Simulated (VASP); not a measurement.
# Si in VASP: a series of runs, part 2 of 2

VASP 6.6.1. Earlier steps stand in the parts before.

### 4 Single point, PBE (shear xy strain -0.5%)

Contents of INCAR:

```
ALGO = Normal ; EDIFF = 1E-6
ENCUT = 520 ; GGA = PE
ISIF = 2 ; ISMEAR = -1
LASPH = True ; LCHARG = True
LELF = True ; LREAL = False
LVHAR = True ; LWAVE = False
NBANDS = 16 ; NELM = 80
PREC = Accurate ; SIGMA = 0.02
```

Contents of KPOINTS:

```
k-points
0
Gamma
  12 12 4
```

Contents of POSCAR:

```
Si
1.0
    3.8321168108     -0.0103467154      0.0000000000
   -1.9250189238      3.3238838661      0.0000000000
    0.0000000000      0.0000000000      6.3412386841
Si
4
Direct
    0.3337754212      0.6666699013      0.0630620219
    0.6662245788      0.3333300987      0.5630620219
    0.3337754212      0.6666699013      0.4369379781
    0.6662245788      0.3333300987      0.9369379781
```

Potentials or basis: VASP PAW PBE potentials, release 64 (Si).

Run with:

```sh
> cat potpaw_PBE.64/Si/POTCAR > POTCAR
> mpirun -np 1 vasp_std > vasp.out
```

OUTCAR:

```text
EDIFF = 1E-6
   ENCUT = 520
   GGA = PE
   ISIF = 2
   ISMEAR = -1
   LASPH = True
   LREAL = False
   NELM = 80
   PREC = Accurate

 ion  position               nearest neighbor table
   1  0.334  0.667  0.063-   4 2.35   4 2.35   4 2.35   3 2.37
   2  0.666  0.333  0.563-   3 2.35   3 2.35   3 2.35   4 2.37
   3  0.334  0.667  0.437-   2 2.35   2 2.35   2 2.35   1 2.37
   4  0.666  0.333  0.937-   1 2.35   1 2.35   1 2.35   2 2.37

  LATTYP: Found a simple monoclinic cell.
 ALAT       =     3.8231597926
 B/A-ratio  =     1.6586381496
 C/A-ratio  =     1.0023464848
 COS(beta)  =    -0.4964857659

  Lattice vectors:

 A1 = (   1.9070978870,   3.3135371507,   0.0000000000)
 A2 = (   0.0000000000,   0.0000000000,  -6.3412386841)
 A3 = (  -3.8321168108,   0.0103467154,   0.0000000000)

Analysis of symmetry for initial positions (statically):
=====================================================================
 Subroutine PRICEL returns:
 Original cell was already a primitive cell.

 Routine SETGRP: Setting up the symmetry group for a
 simple monoclinic supercell.

 Subroutine GETGRP returns: Found  4 space group operations
 (whereof  2 operations were pure point group operations)
 out of a pool of  4 trial point group operations.

The static configuration has the point symmetry S_2 .
 The point group associated with its full space group is C_2h.

Analysis of symmetry for dynamics (positions and initial velocities):
=====================================================================
 Subroutine PRICEL returns:
 Original cell was already a primitive cell.

 Routine SETGRP: Setting up the symmetry group for a
 simple monoclinic supercell.

 Subroutine GETGRP returns: Found  4 space group operations
 (whereof  2 operations were pure point group operations)
 out of a pool of  4 trial point group operations.

The dynamic configuration has the point symmetry S_2 .
 The point group associated with its full space group is C_2h.

 Subroutine INISYM returns: Found  4 space group operations
 (whereof  2 operations are pure point group operations),
 and found     1 'primitive' translations

----------------------------------------------------------------------------------------

                                     Primitive cell

  volume of cell :      80.6453

  direct lattice vectors                    reciprocal lattice vectors
     3.832116811 -0.010346715  0.000000000     0.261361069  0.151366601  0.000000000
    -1.925018924  3.323883866  0.000000000     0.000813575  0.301324050  0.000000000
     0.000000000  0.000000000  6.341238684     0.000000000  0.000000000  0.157697896

  length of vectors
     3.832130779  3.841080813  6.341238684     0.302028900  0.301325148  0.157697896

  position of ions in fractional coordinates (direct lattice)
     0.333775421  0.666669901  0.063062022
     0.666224579  0.333330099  0.563062022
     0.333775421  0.666669901  0.436937978
     0.666224579  0.333330099  0.936937978

  ion indices of the primitive-cell ions
   primitive index   ion index
                 1           1
                 2           2
                 3           3
                 4           4

----------------------------------------------------------------------------------------

 KPOINTS: k-points

Automatic generation of k-mesh.
 Grid dimensions read from file:
 generate k-points for:   12   12    4

 Generating k-lattice:

  Cartesian coordinates                     Fractional coordinates (reciprocal lattice)
     0.021780089  0.012613883  0.000000000     0.083333333 -0.000000000  0.000000000
     0.000067798  0.025110337  0.000000000     0.000000000  0.083333333  0.000000000
     0.000000000  0.000000000  0.039424474     0.000000000  0.000000000  0.250000000

  Length of vectors
     0.025169075  0.025110429  0.039424474

  Shift w.r.t. Gamma in fractional coordinates (k-lattice)
     0.000000000  0.000000000  0.000000000

 Subroutine IBZKPT returns following result:
 ===========================================

 Found    222 irreducible k-points:

 Following reciprocal coordinates:
            Coordinates               Weight
  0.000000  0.000000  0.000000      1.000000
  0.083333  0.000000  0.000000      2.000000
  0.166667  0.000000  0.000000      2.000000
  0.250000  0.000000  0.000000      2.000000
  0.333333  0.000000  0.000000      2.000000
  0.416667  0.000000  0.000000      2.000000
[... 16 lines left out ...]
  0.250000  0.166667  0.000000      2.000000
  0.333333  0.166667  0.000000      2.000000
 [... further k-points ...]
   k-points           NKPTS =    222   k-points in BZ     NKDIM =    222   number of bands    NBANDS=     16
   number of dos      NEDOS =    301   number of ions     NIONS =      4
   total plane-waves  NPLWV =  43200
   dimension x,y,z NGX =    30 NGY =   30 NGZ =   48
   dimension x,y,z NGXF=    60 NGYF=   60 NGZF=   96
   ions per type =               4
   NGX,Y,Z   is equivalent  to a cutoff of  13.01, 12.98, 12.58 a.u.
   NGXF,Y,Z  is equivalent  to a cutoff of  26.03, 25.97, 25.17 a.u.
 SYSTEM =  unknown system
   PREC   = accura    normal or accurate (medium, high low for compatibility)
   ISTART =      0    job   : 0-new  1-cont  2-samecut
   ICHARG =      2    charge: 1-file 2-atom 10-const
   ISPIN  =      1    spin polarized calculation?
   LNONCOLLINEAR =      F non collinear calculations
   LSORBIT =      F    spin-orbit coupling
   LASPH  =      T    aspherical Exc in radial PAW
   ENCUT  =  520.0 eV  38.22 Ry    6.18 a.u.   7.13  7.14 11.79*2*pi/ulx,y,z
   NELM   =     80;   NELMIN=  2; NELMDL= -5     # of ELM steps
   EDIFF  = 0.1E-05   stopping-criterion for ELM
   LREAL  =      F    real-space projection
[... 7 lines left out ...]
   TEBEG  =    0.0;   TEEND  =   0.0 temperature during run
   PSTRESS=    0.0 pullay stress
   NELECT =      16.0000    total number of electrons
   NUPDOWN=      -1.0000    fix difference up-down
   EMIN   =  10.00;   EMAX   =-10.00  energy-range for DOS
   EFERMI =   0.00;   METHOD = LEGACY
   ISMEAR =    -1;   SIGMA  =   0.02  broadening in eV -4-tet -1-fermi 0-gaus
   EFERMI_NEDOS =   21; number of points for ismear=-14 and -15
   IALGO  =     38    algorithm
   IMIX   =      4    mixing-type and parameters
     AMIX     =   0.40;   BMIX     =  1.00
     AMIX_MAG =   1.60;   BMIX_MAG =  1.00
  volume/ion in A,a.u.               =      20.16       136.06
  Fermi-wavevector in a.u.,A,eV,Ry     =   0.954821  1.804349 12.404194  0.911683
  Thomas-Fermi vector in A             =   2.083602
   LORBIT       =      0    0 simple, 1 ext, 2 COOP (PROOUT), +10 PAW based schemes
   GGA     = PE    functional components
   LHFCALC =     F    Hartree Fock is set to
   AEXX    =    0.0000 exact exchange contribution
   IVDW    =     0    specifies the selected vdW correction
   LEPSILON=     F    determine dielectric tensor
   LRPA    =     F    only Hartree local field effects (RPA)
 non-spin polarized calculation
  energy-cutoff  :      520.00
  volume of cell :       80.65
 maximum number of plane-waves:      2200
 NGX is ok and might be reduce to    30
   NGX = 15   NGY = 15   NGZ = 23

 number of electron      16.0000000 magnetization

 Free energy of the ion-electron system (eV)
  ---------------------------------------------------
  ext. energy  EPLUGINS =         0.00000000
  ---------------------------------------------------
  free energy    TOTEN  =       -21.65202764 eV

  energy without entropy =      -21.65202746  energy(sigma->0) =      -21.65202755

 E-fermi :   6.2163     XC(G=0):  -9.3776

 val. band max:        6.0334104626   @ k =   0.0000   0.0000   0.0000
 cond. band min:       6.4012990577   @ k =   0.5000   0.0000   0.0000
 fundamental gap:      0.3678885951
 Fermi energy:         6.2163358683

 k-point     1 :       0.0000    0.0000    0.0000
  band No.  band energies     occupation
      1      -6.1688      2.00000
      2      -3.8959      2.00000
      3      -1.1959      2.00000
      4       4.4781      2.00000
      5       4.5246      2.00000
      6       5.6521      2.00000
[... 8 lines left out ...]
     15      10.1998      0.00000
     16      11.9122      0.00000
[... 419 lines left out ...]
 k-point    24 :       0.3333    0.1667    0.0000
  band No.  band energies     occupation
      1      -4.1016      2.00000
      2      -2.0608      2.00000
      3      -1.7472      2.00000
      4       0.5244      2.00000
      5       1.3351      2.00000
      6       1.9612      2.00000
[... 8 lines left out ...]
     15      12.4060      0.00000
     16      12.5037      0.00000

 [... further k-points ...]
[... 5 lines left out ...]
  --------------------------------------------------------------------------------------
  -------------------------------------------------------------------------------------
  Total        0.6250504      0.6264073      0.5280878      0.1847550      0.0000000      0.0000000
  in kB       12.4178539     12.4448115     10.4915019      3.6705218      0.0000000      0.0000000
  external PRESSURE =      11.7847225 kB  Pullay stress =       0.0000000 kB

 VOLUME and BASIS-vectors are now :
 -----------------------------------------------------------------------------
  energy-cutoff  :      520.00
  volume of cell :       80.65
      direct lattice vectors                 reciprocal lattice vectors
     3.832116811 -0.010346715  0.000000000     0.261361069  0.151366601  0.000000000
    -1.925018924  3.323883866  0.000000000     0.000813575  0.301324050  0.000000000
     0.000000000  0.000000000  6.341238684     0.000000000  0.000000000  0.157697896

 POSITION                                       TOTAL-FORCE (eV/Angst)
 -----------------------------------------------------------------------------------
     -0.00429      2.21248      0.39989         0.001801      0.000001     -0.003342
      1.91138      1.10106      3.57051        -0.001801     -0.000001     -0.003342
     -0.00429      2.21248      2.77073         0.001801      0.000001      0.003342
      1.91138      1.10106      5.94135        -0.001801     -0.000001      0.003342
 -----------------------------------------------------------------------------------
    total drift:                                0.000000     -0.000000     -0.000000

  FREE ENERGIE OF THE ION-ELECTRON SYSTEM (eV)
  ---------------------------------------------------
  free  energy   TOTEN  =       -21.6520276366 eV

  energy  without entropy=      -21.6520274642  energy(sigma->0) =      -21.65202755
```

OSZICAR:

```text
N       E                     dE             d eps       ncg     rms          rms(c)
DAV:   1     0.259599864928E+02    0.25960E+02   -0.59556E+03  7104   0.820E+02
DAV:   2    -0.201266668283E+02   -0.46087E+02   -0.41848E+02  9672   0.121E+02
DAV:   3    -0.219876824232E+02   -0.18610E+01   -0.18469E+01  9552   0.227E+01
DAV:   4    -0.220093431102E+02   -0.21661E-01   -0.21655E-01  8824   0.314E+00
DAV:   5    -0.220097190238E+02   -0.37591E-03   -0.37585E-03  9760   0.392E-01    0.684E+00
DAV:   6    -0.217628618913E+02    0.24686E+00   -0.99452E-02  8320   0.149E+00    0.417E+00
DAV:   7    -0.216491286227E+02    0.11373E+00   -0.21070E-01  8680   0.227E+00    0.242E-01
DAV:   8    -0.216514078822E+02   -0.22793E-02   -0.14983E-02  8688   0.615E-01    0.107E-01
DAV:   9    -0.216518998879E+02   -0.49201E-03   -0.63652E-04  9504   0.146E-01    0.824E-02
DAV:  10    -0.216520230360E+02   -0.12315E-03   -0.13356E-04  8144   0.579E-02    0.117E-02
DAV:  11    -0.216520260175E+02   -0.29815E-05   -0.55101E-06  9664   0.129E-02    0.852E-03
DAV:  12    -0.216520277628E+02   -0.17453E-05   -0.18267E-06  7728   0.732E-03    0.126E-03
DAV:  13    -0.216520276366E+02    0.12622E-06   -0.18769E-07  5408   0.232E-03
   1 F= -.21652028E+02 E0= -.21652028E+02  d E =-.172317E-06
```

Run time: 2.1 min. Hardware: 1 thread of AMD EPYC 9R45 (Zen 5), shared host; peak memory 0.3 GiB.

Results:

* Free energy: -21.6520 eV
* Pressure: 1.2 GPa
* Largest force: 0.004 eV/Å
* Band gap on the k mesh: 0.37 eV (least direct gap 1.02 eV)

Forces in eV/Å, atoms in the order of the input:
```
Si   0.002  0.000 -0.003
Si  -0.002  0.000 -0.003
Si   0.002  0.000  0.003
Si  -0.002  0.000  0.003
```

Stress tensor (GPa, compression positive):
```
1.24 0.37 0.00
0.37 1.24 0.00
0.00 0.00 1.05
```

Caveat: the cell differs from its parent crystal (shear xy strain -0.5%); semilocal functionals underestimate gaps, and a narrow one can read as zero.

### 5 Single point, r2SCAN (shear xy strain -0.5%)

POSCAR is that of step 4.

Contents of INCAR.step1:

```
SYSTEM = Si
PREC = Accurate ; ENCUT = 520
ISMEAR = 0 ; SIGMA = 0.01
LREAL = .False. ; LASPH = .True.
NELM = 60 ; NBANDS = 16
GGA = PE ; ALGO = Normal
EDIFF = 1E-4 ; LWAVE = .True.
LCHARG = .False.
```

Contents of INCAR.step2:

```
SYSTEM = Si
PREC = Accurate ; ENCUT = 520
EDIFF = 1E-6 ; ISMEAR = 0
SIGMA = 0.01 ; LREAL = .False.
LASPH = .True. ; NELM = 60
ALGO = Normal ; ISIF = 2
LWAVE = .False. ; LCHARG = .True.
METAGGA = R2SCAN ; LMIXTAU = .True.
LELF = .True. ; LVHAR = .True.
NBANDS = 16 ; ISTART = 1
```

Contents of KPOINTS:

```
Automatic mesh
0
Gamma
  12 12 4
  0 0 0
```

Potentials or basis: VASP PAW PBE potentials, release 64 (Si).

Run with:

```sh
> cat potpaw_PBE.64/Si/POTCAR > POTCAR
> cp INCAR.step1 INCAR
> mpirun -np 1 vasp_std > vasp.out
> cp INCAR.step2 INCAR
> mpirun -np 1 vasp_std > vasp.out
```

OUTCAR:

```text
SYSTEM = Si
   PREC = Accurate
   ENCUT = 520
   EDIFF = 1E-6
   ISMEAR = 0
   LREAL = .False.
   LASPH = .True.
   NELM = 60
   ISIF = 2
   METAGGA = R2SCAN
   ISTART = 1

 ion  position               nearest neighbor table
   1  0.334  0.667  0.063-   4 2.35   4 2.35   4 2.35   3 2.37
   2  0.666  0.333  0.563-   3 2.35   3 2.35   3 2.35   4 2.37
   3  0.334  0.667  0.437-   2 2.35   2 2.35   2 2.35   1 2.37
   4  0.666  0.333  0.937-   1 2.35   1 2.35   1 2.35   2 2.37

  LATTYP: Found a simple monoclinic cell.
 ALAT       =     3.8231597926
 B/A-ratio  =     1.6586381496
[... 659 lines left out ...]
  --------------------------------------------------------------------------------------
  -------------------------------------------------------------------------------------
  Total       -0.1117733     -0.1103114     -0.1258282      0.1993918      0.0000000      0.0000000
  in kB       -2.2205955     -2.1915531     -2.4998240      3.9613109      0.0000000      0.0000000
  external PRESSURE =      -2.3039909 kB  Pullay stress =       0.0000000 kB

 VOLUME and BASIS-vectors are now :
 -----------------------------------------------------------------------------
  energy-cutoff  :      520.00
  volume of cell :       80.65
      direct lattice vectors                 reciprocal lattice vectors
     3.832116811 -0.010346715  0.000000000     0.261361069  0.151366601  0.000000000
    -1.925018924  3.323883866  0.000000000     0.000813575  0.301324050  0.000000000
     0.000000000  0.000000000  6.341238684     0.000000000  0.000000000  0.157697896

 POSITION                                       TOTAL-FORCE (eV/Angst)
 -----------------------------------------------------------------------------------
     -0.00429      2.21248      0.39989        -0.000052      0.000007     -0.001235
      1.91138      1.10106      3.57051         0.000052     -0.000007     -0.001235
     -0.00429      2.21248      2.77073        -0.000052      0.000007      0.001235
      1.91138      1.10106      5.94135         0.000052     -0.000007      0.001235
 -----------------------------------------------------------------------------------
    total drift:                                0.000000     -0.000000     -0.000000

  FREE ENERGIE OF THE ION-ELECTRON SYSTEM (eV)
  ---------------------------------------------------
  free  energy   TOTEN  =       -35.0490471144 eV

  energy  without entropy=      -35.0490471144  energy(sigma->0) =      -35.04904711
```

OUTCAR.step1:

```text
SYSTEM = Si
   PREC = Accurate
   ENCUT = 520
   ISMEAR = 0
   LREAL = .False.
   LASPH = .True.
   NELM = 60
[... 689 lines left out ...]
      1.91138      1.10106      3.57051        -0.001822     -0.000000     -0.003246
     -0.00429      2.21248      2.77073         0.001822      0.000000      0.003246
      1.91138      1.10106      5.94135        -0.001822     -0.000000      0.003246
 -----------------------------------------------------------------------------------
    total drift:                                0.000000     -0.000000     -0.000000

  FREE ENERGIE OF THE ION-ELECTRON SYSTEM (eV)
  ---------------------------------------------------
  free  energy   TOTEN  =       -21.6520257959 eV

  energy  without entropy=      -21.6520257959  energy(sigma->0) =      -21.65202580
```

OSZICAR.step1:

```text
N       E                     dE             d eps       ncg     rms          rms(c)
DAV:   1     0.259605308589E+02    0.25961E+02   -0.59556E+03  7104   0.820E+02
DAV:   2    -0.201266668206E+02   -0.46087E+02   -0.41844E+02  9672   0.121E+02
DAV:   3    -0.219876824238E+02   -0.18610E+01   -0.18469E+01  9552   0.227E+01
DAV:   4    -0.220093431103E+02   -0.21661E-01   -0.21655E-01  8824   0.314E+00
DAV:   5    -0.220097190238E+02   -0.37591E-03   -0.37585E-03  9760   0.392E-01    0.684E+00
DAV:   6    -0.217628618905E+02    0.24686E+00   -0.99452E-02  8320   0.149E+00    0.417E+00
DAV:   7    -0.216491285814E+02    0.11373E+00   -0.21070E-01  8680   0.227E+00    0.242E-01
DAV:   8    -0.216514078566E+02   -0.22793E-02   -0.14982E-02  8688   0.615E-01    0.107E-01
DAV:   9    -0.216518998758E+02   -0.49202E-03   -0.63652E-04  9504   0.146E-01    0.824E-02
DAV:  10    -0.216520228030E+02   -0.12293E-03   -0.13138E-04  7424   0.579E-02    0.122E-02
DAV:  11    -0.216520257959E+02   -0.29929E-05   -0.67383E-06  4400   0.154E-02
   1 F= -.21652026E+02 E0= -.21652026E+02  d E =-.301350E-48
```

Run time: 8.1 min. Hardware: 1 thread of AMD EPYC 9R45 (Zen 5), shared host; peak memory 0.31 GiB.

Results:

```
Free energy            : -35.0490 eV
Pressure               : -0.2 GPa
Band gap on the k mesh : 0.56 eV (least direct gap 1.35 eV)
```

Levels at points of the mesh, in eV from the valence-band top:
| k point | band 6 | band 7 | band 8 | band 9 | band 10 | band 11 |
| --- | --- | --- | --- | --- | --- | --- |
| (0.00, 0.00, 0.00) | -0.40 | -0.05 | 0.00 | 1.35 | 2.13 | 2.17 |
| (0.50, 0.00, 0.00) | -3.28 | -3.11 | -1.58 | 0.56 | 2.58 | 3.20 |
| (0.00, 0.50, 0.00) | -3.24 | -3.12 | -1.55 | 0.60 | 2.62 | 3.21 |
| (0.50, 0.50, 0.00) | -3.21 | -3.13 | -1.52 | 0.64 | 2.67 | 3.23 |
| (0.00, 0.00, 0.50) | -1.03 | -0.98 | -0.98 | 2.13 | 2.13 | 3.16 |
| (0.50, 0.00, 0.50) | -2.61 | -2.60 | -2.60 | 1.10 | 1.10 | 1.88 |
| (0.00, 0.50, 0.50) | -2.61 | -2.57 | -2.57 | 1.13 | 1.13 | 1.88 |
| (0.50, 0.50, 0.50) | -2.61 | -2.54 | -2.54 | 1.15 | 1.15 | 1.88 |

Caveat: the cell differs from its parent crystal (shear xy strain -0.5%); semilocal functionals underestimate gaps, and a narrow one can read as zero; the PAW data sets were made with another functional, which shifts forces and pressure a little. A k mesh can miss the band edges.

### 6 Summary

| level | cell | smearing | gap on the mesh (eV) | pressure (GPa) | largest force (eV/Å) |
| --- | --- | --- | --- | --- | --- |
| PBE | a = 4.061, b = 4.061, c = 6.249 Å, angles 90.0, 90.0, 120.0°, 4 atoms, epitaxial xy strain +6.0% | fermi-dirac 0.02 eV | 0.02 | -6.2 | 0.05 |
| r2SCAN | a = 4.061, b = 4.061, c = 6.249 Å, angles 90.0, 90.0, 120.0°, 4 atoms, epitaxial xy strain +6.0% | fermi-dirac 0.02 eV | 0.27 | -7.8 | 0.01 |
| PBE | a = 3.832, b = 3.841, c = 6.341 Å, angles 90.0, 90.0, 120.2°, 4 atoms, shear xy strain -0.5% | fermi-dirac 0.02 eV | 0.37 | 1.2 | - |
| r2SCAN | a = 3.832, b = 3.841, c = 6.341 Å, angles 90.0, 90.0, 120.2°, 4 atoms, shear xy strain -0.5% | gaussian 0.01 eV | 0.56 | -0.2 | - |

Alike in all rows: task single point; potentials or basis VASP PAW PBE potentials, release 64 (Si); no spin polarisation; k mesh 12 × 12 × 4; cutoff (eV) 520.

Caveats: semilocal functionals underestimate gaps, and a narrow one can read as zero; the PAW data sets were made with another functional, which shifts forces and pressure a little (at least some runs); the stress differs along the axes, from -10 to 1 GPa (at least some runs); the smearing spreads over this small gap (at least some runs); the stress differs along the axes, from -12 to -0 GPa (at least some runs).

Absolute energies hang on the potentials; compare differences alone.

The gap in the log of VASP goes by the Fermi energy; the results here count the filled bands.